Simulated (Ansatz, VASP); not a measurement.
# Two plane-wave programs on MgO

INCAR

```
SYSTEM = MgO
PREC = Accurate
ENCUT = 520
EDIFF = 1E-6
ISMEAR = 0
SIGMA = 0.05
LREAL = .False.
LASPH = .True.
NELM = 80
ALGO = Normal
ISIF = 2
LWAVE = .False.
LCHARG = .False.
NBANDS = 26
```

The input KPOINTS:

```
Automatic mesh
0
Gamma
  6 6 6
  0 0 0
```

File POSCAR:

```
MgO
1.0
    4.1607146133      0.0000000000      0.0000000000
    0.0000000000     -4.1607146133      0.0000000000
    0.0000000000      0.0000000000     -4.1607146133
Mg O
4 4
Direct
   -0.0706985334      1.0706985334      1.0499914124
    0.5000000000      0.5000000000      1.0000000000
    0.5000000000      1.0000000000      0.5000000000
    0.0000000000      0.5000000000      0.5000000000
    0.5000000000      0.0000000000      0.0000000000
    0.0000000000      0.5000000000      0.0000000000
    0.0000000000      0.0000000000      0.5000000000
    0.5000000000      0.5000000000      0.5000000000
```

Input for Ansatz:

```yaml
crystal:
  lattice:
    - [4.1607146133, 0.0, 0.0]
    - [0.0, -4.1607146133, 0.0]
    - [0.0, 0.0, -4.1607146133]
  atoms:
    - { symbol: Mg, position: [-0.0706985334, 1.0706985334, 1.0499914124] }
    - { symbol: Mg, position: [0.5, 0.5, 1.0] }
    - { symbol: Mg, position: [0.5, 1.0, 0.5] }
    - { symbol: Mg, position: [0.0, 0.5, 0.5] }
    - { symbol: O, position: [0.5, 0.0, 0.0] }
    - { symbol: O, position: [0.0, 0.5, 0.0] }
    - { symbol: O, position: [0.0, 0.0, 0.5] }
    - { symbol: O, position: [0.5, 0.5, 0.5] }
basis:
  ecutwfc: 420
kpoints:
  mp_grid: { grid: [6, 6, 6] }
hamiltonian:
  xc: lda
  pseudopotentials: { kind: paw, azcp: { folder: soft_1 } }
scf:
  occupations: { method: gaussian, width: 0.05 }
output:
  forces: true
  stress: true
  eigenvalues: true
```

Alike in both runs: task single point; functional LDA; k mesh 6 × 6 × 6; occupations gaussian, width 0.05 eV; no spin polarisation.

```csv
,VASP,Ansatz
version,VASP 6.6.1,Ansatz 0.2.0
potentials or method,"VASP PAW LDA potentials, release 64 (Mg, O), cutoff 520 eV","scalar-relativistic, plane waves, PAW"
valence electrons in the cell,32,64
```

|  | VASP | Ansatz | Ansatz less VASP |
| --- | --- | --- | --- |
| gap on the k mesh at the Fermi level (eV) | 4.95 | 4.95 | +0.003 |
| least direct gap on the mesh (eV) | 4.95 | 4.95 | +0.003 |
| pressure (GPa) | 5.1 | 6.6 | +1.53 |
| traceless stress, the component that is largest in VASP (GPa) | -2.84 | -2.71 | +0.128 |
| rms of the force components (eV/Å) | 1.260 | 1.221 | -0.0382 |

Ansatz warns that its potentials were made for another functional, while VASP's fit it. LDA's correlation is that of Perdew and Zunger in VASP and of Perdew and Wang (1992) in Ansatz. Atom by atom the forces differ by 0.040 eV/Å (rms over components). VASP's potentials hold 32 valence electrons a cell and Ansatz's 64, so a difference there can come from the potentials and not from the codes.
